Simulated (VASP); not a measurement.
A run of VASP 6.6.1 is set up as follows.

Contents of INCAR:

```
SYSTEM = HF
  PREC = Accurate
  ENCUT = 1010
  EDIFF = 1E-6
  ISMEAR = -1
  SIGMA = 0.05
  LREAL = .False.
  LASPH = .True.
  NELM = 120
  ALGO = Normal
  ISIF = 2
  LWAVE = .False.
  LCHARG = .False.
  GGA = PE
  IVDW = 12
  NBANDS = 36
  GGA_COMPAT = .False.
```

Contents of KPOINTS:

```
regular mesh
0
Gamma
  1 1 1
  0 0 0
```

POSCAR

```
HF
1.0
    5.4647890000      0.0000000000      0.0000000000
    0.0000000000      5.4647890000      0.0000000000
    0.0000000000      0.0000000000      5.4647890000
F H
6 6
Direct
    1.1120831930      0.4988298725      0.3124182837
    0.8050082080     -0.2319577206      0.3829974039
    0.3807283319      0.3575984361      0.9761218594
    0.6006819293      0.7708440344      0.9628551075
    0.8446437731      0.2127987009      0.8771061426
    0.3321811693     -0.0426365959      0.3089048818
    1.2209254557      0.4782069353      0.1579749923
    0.6833932655     -0.2250407106      0.1325760244
    0.5335430151      0.4236760102      0.9390847478
    0.4348200818      0.9764695398      0.1731814348
    0.7898932603      0.3061051396      0.7552350146
    0.9801842304     -0.2599551419      0.3582389000
```

Potentials or basis: VASP PAW PBE potentials, release 64 (F_h, H_h).

Launch:

```console
$ cat potpaw_PBE.64/F_h/POTCAR potpaw_PBE.64/H_h/POTCAR > POTCAR
$ mpirun -np 1 vasp_gam > vasp.out
```

Q: What does it give for the dispersion energy per atom?

A: -0.023 eV.

Q: Estimate the largest force.

A: 2.907 eV/Å.

Q: Predict the pressure.

A: 1.1 GPa.

Stress tensor (GPa, compression positive):
```
 2.28 -1.12 -0.46
-1.12  2.41 -0.87
-0.46 -0.87 -1.31
```

Caveat: the k points lie up to 1.15 Å⁻¹ apart, too coarse for converged energies, forces and pressures; the atoms stand as in a frame of molecular dynamics.
